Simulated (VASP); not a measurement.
Input of a VASP 6.6.1 run:

Contents of INCAR:

```
SYSTEM = KW3
PREC = Accurate
ENCUT = 500
EDIFF = 1E-6
ISMEAR = 0
SIGMA = 0.1
LREAL = .False.
LASPH = .True.
NELM = 120
ALGO = Normal
ISIF = 2
LWAVE = .False.
LCHARG = .False.
GGA = PE
NBANDS = 61
GGA_COMPAT = .False.
```

The input KPOINTS:

```
regular mesh
0
Gamma
  6 6 10
  0 0 0
```

File POSCAR:

```
KW3
1.0
    8.2064938303      0.0000000000      0.0000000000
   -4.1032469151      7.1070321330      0.0000000000
    0.0000000000      0.0000000000      4.3492603659
K W
2 6
Direct
    0.3333333333      0.6666666667      0.2500000000
    0.6666666667      0.3333333333      0.7500000000
    0.8945193615      0.7890387229      0.2500000000
    0.1054806385      0.8945193615      0.7500000000
    0.2109612771      0.1054806385      0.2500000000
    0.1054806385      0.2109612771      0.7500000000
    0.8945193615      0.1054806385      0.2500000000
    0.7890387229      0.8945193615      0.7500000000
```

Potentials or basis: VASP PAW PBE potentials, release 64 (K_sv, W_sv).

The run is started by

```sh
$ cat potpaw_PBE.64/K_sv/POTCAR potpaw_PBE.64/W_sv/POTCAR > POTCAR
$ mpirun -np 1 vasp_std > vasp.out
```

Problem. What does it give for the largest force?

Solution. 0.080 eV/Å.

Problem. What does it give for the band gap on the k mesh?

Solution. Zero (bands 51 and 52 overlap by 0.43 eV).

Problem. Predict the pressure.

Solution. 0.2 GPa.

Forces in eV/Å, atoms in the order of the input:
```
K    0.000  0.000  0.000
K    0.000  0.000  0.000
W    0.000 -0.080  0.000
W    0.069 -0.040  0.000
W    0.069  0.040  0.000
W    0.000  0.080  0.000
W   -0.069  0.040  0.000
W   -0.069 -0.040  0.000
```

Caveat: spin-orbit coupling is left out, which moves the levels of the heavy elements.
